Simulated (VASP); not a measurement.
The system is CuSb.

```xyz
2
Lattice="0.0000 2.9001 2.9001 2.9001 0.0000 2.9001 2.9001 2.9001 0.0000" Properties=species:S:1:pos:R:3 pbc="T T T"
Cu    0.0000    0.0000    0.0000
Sb    1.4501    1.4501    1.4501
```

Base run:

```yaml
Program: VASP 6.6.1
Functional: revPBE
Potentials_or_basis: VASP PAW PBE potentials, release 64 (Cu, Sb)
Cutoff: 600 eV
k_mesh: 10 × 10 × 10
Occupations: gaussian, width 0.05 eV
Spin: no spin polarisation
```

Its results: band gap on the k mesh zero (bands 8 and 9 overlap by 3.92 eV); pressure 3.6 GPa.

Problem. The run is repeated on the same cell with these changes: functional from revPBE to r2SCAN; cutoff from 600 eV to 660 eV; occupations from gaussian, width 0.05 eV to gaussian, width 0.01 eV. What comes out?

Solution. Band gap on the k mesh zero (bands 8 and 9 overlap by 4.08 eV); pressure 0.0 GPa.

Caveats: the PAW data sets were made with another functional, which shifts forces and pressure a little; spin-orbit coupling is left out, which moves the levels of the heavy elements; the cell stands under pressure (at least some runs).
